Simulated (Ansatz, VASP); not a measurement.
**SrB2: VASP beside Ansatz**

```
Sr B
1.0
     3.30652    0.00000    0.00000
    -1.65326    2.86353    0.00000
     0.00000    0.00000    4.40649
Sr B
1 2
Direct
  0.00000 0.00000 0.00000
  0.33333 0.66667 0.50000
  0.66667 0.33333 0.50000
```

Alike in both runs: task relaxation of cell and atoms; functional PBE; k mesh 18 × 18 × 10; occupations gaussian, width 0.1 eV; no spin polarisation.

```csv
,VASP,Ansatz
version,VASP 6.6.1,Ansatz 0.2.0
potentials or method,"VASP PAW PBE potentials, release 64 (Sr_sv, B), cutoff 600 eV","scalar-relativistic, plane waves, PAW"
valence electrons in the cell,16,16
```

```csv
,VASP,Ansatz,Ansatz less VASP
"gap on the k mesh at the Fermi level, each at its own relaxed structure (eV)",none,none,-
relaxed volume (Å³/atom),13.99,13.93,-0.057
relaxed length of the cell vector where the two differ most in proportion (Å),3.310,3.305,-0.0049
```

A gap of «none» marks a metal or a gap that the smearing closes.
